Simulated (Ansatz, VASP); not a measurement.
# Two plane-wave programs on CoPt2O2

```
Pt O Co
1.0
     2.81018    0.00000    0.00000
    -1.40509    2.43369    0.00000
     0.00000    0.00000   20.89887
Pt O Co
2 2 1
Direct
  0.66667 0.33333 0.35887
  0.33333 0.66667 0.64113
  0.66667 0.33333 0.45391
  0.33333 0.66667 0.54609
  0.00000 0.00000 0.50000
```

Alike in both runs: task single point; functional PBEsol; k mesh 12 × 12 × 1; occupations gaussian, width 0.1 eV; no spin polarisation.

|  | VASP | Ansatz |
| --- | --- | --- |
| version | VASP 6.6.1 | Ansatz 0.2.0 |
| potentials or method | VASP PAW PBE potentials, release 64 (Pt, O, Co), cutoff 520 eV | scalar-relativistic, plane waves, PAW |
| valence electrons in the cell | 41 | 65 |

VASP gave:

```
gap on the k mesh at the Fermi level (eV) : none
rms of the force components (eV/Å)        : 0.304
```

Q: Estimate Ansatz's values.

A: gap on the k mesh at the Fermi level (eV): none; rms of the force components (eV/Å): 0.283.

VASP's potentials were made for PBE, not for PBEsol. A gap of «none» marks a metal or a gap that the smearing closes. VASP's potentials hold 41 valence electrons a cell and Ansatz's 65, so a difference there can come from the potentials and not from the codes.

Spin-orbit coupling is off throughout.
